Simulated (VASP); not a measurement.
Wanted: the native input for a VASP 6.6.1 run.

| Property | Result |
| --- | --- |
| Task | single point |
| Functional | PBE |
| Dispersion | D3(BJ) |
| Potentials or basis | VASP PAW PBE potentials, release 64 (Al, Ti_sv, H) |
| Cutoff | 520 eV |
| k mesh | 6 × 6 × 1 |
| Occupations | gaussian, width 0.1 eV |
| Spin | no spin polarisation |
| Dipole correction | yes |
| Further INCAR settings | ALGO = Normal; EDIFF = 1e-06; NBANDS = 32 |

The structure of Ti2Al6H lies in POSCAR:

```
Ti2Al6H
1.0
    5.0241861190      0.0000000000      0.0000000000
    2.1588814530      4.5367033218      0.0000000000
    0.0000000000      0.0000000000     21.2187109014
Al Ti H
6 2 1
Direct
    0.5000000000      0.0000000000      0.1885128658
    0.0000000000      0.5000000000      0.1885128658
    0.0000000000      0.0000000000      0.2517328341
    0.0000000000      0.5000000000      0.3193548961
    0.5000000000      0.0000000000      0.3193548961
    0.5000000000      0.5000000000      0.3826203646
    0.5000000000      0.5000000000      0.2517328341
    0.0000000000      0.0000000000      0.3797002555
    1.0000000000      1.0000000000      0.4863024408
```

One way to write it, as run:

INCAR

```
SYSTEM = Ti2Al6H
PREC = Accurate
ENCUT = 520
EDIFF = 1E-6
ISMEAR = 0
SIGMA = 0.1
LREAL = .False.
LASPH = .True.
NELM = 80
ALGO = Normal
ISIF = 2
LWAVE = .False.
LCHARG = .True.
LDIPOL = .True.
IDIPOL = 3
DIPOL = 0.5 0.5 0.308
GGA = PE
IVDW = 12
LELF = .True.
LVHAR = .True.
LVACPOTAV = .True.
NBANDS = 32
```

KPOINTS

```
regular mesh
0
Gamma
  6 6 1
  0 0 0
```

Potentials or basis: VASP PAW PBE potentials, release 64 (Al, Ti_sv, H).

Launch:

```bash
$ cat potpaw_PBE.64/Al/POTCAR potpaw_PBE.64/Ti_sv/POTCAR potpaw_PBE.64/H/POTCAR > POTCAR
$ mpirun -np 1 vasp_std > vasp.out
```

Results of the run:

```json
{
  "Largest force": "1.940 eV/Å",
  "Dispersion energy per atom": "-0.227 eV"
}
```

It took 7.5 min on 1 thread of Intel Xeon 6975P-C (shared host), peak memory 0.63 GiB.
